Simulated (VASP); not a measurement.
## ZrH2: single point with PBEsol

ZrH2:

```
Zr H
1.0
     0.00000    2.48700    2.48700
     2.48700    0.00000    2.48700
     2.48700    2.48700    0.00000
Zr H
1 2
Cartesian
  0.0000 0.0000 0.0000
  3.7305 3.7305 3.7305
  1.2435 1.2435 1.2435
```

```yaml
Program: VASP 6.6.1
Task: single point
Functional: PBEsol
Potentials_or_basis: VASP PAW PBE potentials, release 64 (Zr_sv, H)
Cutoff: 520 eV
k_mesh: 8 × 8 × 8
Occupations: gaussian, width 0.01 eV
Spin: no spin polarisation
```

* Pressure: -14.3 GPa
* Band gap on the k mesh: zero (bands 7 and 8 overlap by 0.39 eV)

Levels at points of the mesh, in eV from the Fermi level:
| k point | band 3 | band 4 | band 5 | band 6 | band 7 | band 8 | band 9 | band 10 | band 11 | band 12 |
| --- | --- | --- | --- | --- | --- | --- | --- | --- | --- | --- |
| (0.00, 0.00, 0.00) | -27.29 | -27.29 | -9.23 | -1.27 | -0.36 | -0.36 | -0.36 | 1.92 | 1.92 | 10.22 |
| (0.50, 0.00, 0.00) | -27.35 | -27.35 | -7.02 | -4.52 | -0.24 | -0.24 | 3.09 | 3.09 | 4.48 | 5.48 |
| (0.50, 0.50, 0.00) | -27.45 | -27.45 | -6.10 | -4.64 | -3.09 | 3.25 | 3.29 | 3.29 | 6.03 | 6.03 |

Run time: 30 s on 1 thread of Intel Xeon 8259CL, on a shared host, peak memory 0.16 GiB.

Caveat: the cell stands under tension; the PAW data sets were made with another functional, which shifts forces and pressure a little.
